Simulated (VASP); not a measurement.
## TaAs: single point with PBE

Crystal: TaAs.

```
Ta As
1.0
     2.96444    0.00000    0.00000
    -1.48222    2.56728    0.00000
     0.00000    0.00000    5.16086
Ta As
1 1
Direct
  0.00000 0.00000 0.00000
  0.00000 0.00000 0.50000
```

```yaml
Program: VASP 6.6.1
Task: single point
Functional: PBE
Potentials_or_basis: VASP PAW PBE potentials, release 64 (Ta_pv, As)
Cutoff: 500 eV
k_mesh: 6 × 6 × 4
Occupations: gaussian, width 0.2 eV
Spin: no spin polarisation
```

```
Pressure               : 0.0 GPa
Band gap on the k mesh : zero (band 8 reaches 6.70 eV, above the bottom of band 9 at 4.91 eV)
```

Stress tensor (GPa, compression positive):
```
-0.04  0.00  0.00
 0.00 -0.04  0.00
 0.00  0.00  0.17
```

Levels at points of the mesh, in eV from the Fermi level:
```tsv
k point	band 6	band 7	band 8	band 9	band 10	band 11
(0.00, 0.00, 0.00)	-4.34	0.69	0.69	1.26	3.27	3.27
(0.50, 0.00, 0.00)	-3.19	-2.32	-0.87	2.13	2.23	2.90
(0.00, 0.00, 0.50)	-3.84	0.71	0.71	2.55	2.55	4.49
(0.50, 0.00, 0.50)	-4.28	-2.72	0.22	0.68	0.97	4.63
```

It took 10 s on 1 thread of Intel Xeon 6975P-C, on a shared host, peak memory 0.16 GiB.

Caveat: the k points lie up to 0.41 Å⁻¹ apart; spin-orbit coupling is left out, which moves the levels of the heavy elements.
